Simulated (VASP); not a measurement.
Write the native input for VASP 6.6.1 that does the following.

```
Task                   : relaxation of cell and atoms
Functional             : PBE
Potentials or basis    : VASP PAW PBE potentials, release 64 (Al, Pd)
Cutoff                 : 600 eV
k mesh                 : 18 × 18 × 4
Occupations            : gaussian, width 0.1 eV
Spin                   : no spin polarisation
Dipole correction      : no
Further INCAR settings : ALGO = Fast; EDIFF = 1e-06; IBRION = 2; EDIFFG = -0.01; NSW = 100; ISIF = 3
```

The structure of AlPd4 lies in POSCAR:

```
AlPd4
1.0
    2.8491287417      0.0000000000      0.0000000000
   -1.4245643708      2.4674178689      0.0000000000
    0.0000000000      0.0000000000     10.7912270921
Al Pd
1 4
Direct
    0.0000000000      0.0000000000      0.0000000000
    0.3333333333      0.6666666667      0.8211960198
    0.3333333333      0.6666666667      0.3937930516
    0.6666666667      0.3333333333      0.1788039802
    0.6666666667      0.3333333333      0.6062069484
```

The cell was generated, and may not be a known phase.

The input as run:

INCAR

```
PREC = Accurate ; ENCUT = 600
EDIFF = 1E-6 ; ISMEAR = 0
SIGMA = 0.1 ; LREAL = F
LASPH = T ; NELM = 60
ALGO = Fast ; ISIF = 3
LWAVE = F ; LCHARG = F
GGA = PE ; IBRION = 2
NSW = 100 ; EDIFFG = -0.01
```

KPOINTS

```
Automatic mesh
0
Gamma
  18 18 4
```

Potentials or basis: VASP PAW PBE potentials, release 64 (Al, Pd).

Run with:

```sh
$ cat potpaw_PBE.64/Al/POTCAR potpaw_PBE.64/Pd/POTCAR > POTCAR
$ mpirun -np 1 vasp_std > vasp.out
```

It gave:

```yaml
Relaxed_volume: 15.17 Å³/atom
Relaxed_cell: a = 2.847 Å, b = 2.847 Å, c = 10.809 Å, α = 90.00°, β = 90.00°, γ = 120.00°
Space_group_after_relaxing_to_0.1_Å: P-3m1 (No. 164)
Energy_gained_by_relaxing: 0.1 meV/atom
Ionic_steps: 4
Pressure_after_relaxing: -0.1 GPa
Largest_force_after_relaxing: 0.009 eV/Å
```

Caveat: the highest band is partly filled, so the run has too few bands.

Wall time 5.3 min on 1 thread of Intel(R) Xeon(R) 6975P-C (Granite Rapids), with other jobs on the host, peak memory 0.43 GiB.
